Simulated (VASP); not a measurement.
Set up this calculation in VASP 6.6.1, as the native input.

* Task: electric field gradients
* Functional: LDA
* Potentials or basis: VASP PAW LDA potentials, release 64 (As_d)
* Cutoff: 520 eV
* k mesh: 13 × 13 × 13
* Occupations: fermi-dirac, width 0.05 eV
* Spin: no spin polarisation
* Dipole correction: no
* Further INCAR settings: ALGO = Normal; EDIFF = 1e-08; NBANDS = 22

The structure of As lies in POSCAR:

```
As
1.0
    1.8797494575      1.0852738553      3.4857700000
   -1.8797494575      1.0852738553      3.4857700000
    0.0000000000     -2.1705477106      3.4857700000
As
2
Direct
    0.2275400000      0.2275400000      0.2275400000
    0.7724600000      0.7724600000      0.7724600000
```

The input as run:

INCAR

```
SYSTEM = As
PREC     = Accurate       ! precision mode
ENCUT    = 520            ! plane-wave cutoff, eV
EDIFF    = 1E-8           ! SCF threshold, eV
ISMEAR   = -1             ! smearing method
SIGMA    = 0.05           ! smearing width, eV
LREAL    = .False.        ! projectors in reciprocal space
LASPH    = .True.         ! aspherical terms in the spheres
NELM     = 120            ! most SCF steps
ALGO     = Normal         ! electronic algorithm
ISIF     = 2              ! what is computed and relaxed
LWAVE    = .False.        ! write WAVECAR
LCHARG   = .False.        ! write CHGCAR
LEFG     = .True.       
NBANDS   = 22             ! bands
GGA_COMPAT= .False.
```

KPOINTS

```
Automatic mesh
0
Gamma
  13 13 13
  0 0 0
```

Potentials or basis: VASP PAW LDA potentials, release 64 (As_d).

The run is started by

```console
$ cat potpaw_LDA.64/As_d/POTCAR > POTCAR
$ mpirun -np 1 vasp_std > vasp.out
```

It gave:

```
Pressure                                : -1.2 GPa
Largest force                           : 0.105 eV/Å
Band gap on the k mesh                  : zero (bands 15 and 16 overlap by 0.36 eV)
Largest electric field gradient by atom : As -46.8 V/Å²
```

Caveat: without QUAD_EFG the Cq values of the log hold for a quadrupole moment of 1 mb, not for the nuclei.

Run time: 100 s on 1 thread of AMD EPYC 9R45 96-Core Processor (Zen 5), with other jobs on the host, peak memory 0.24 GiB.
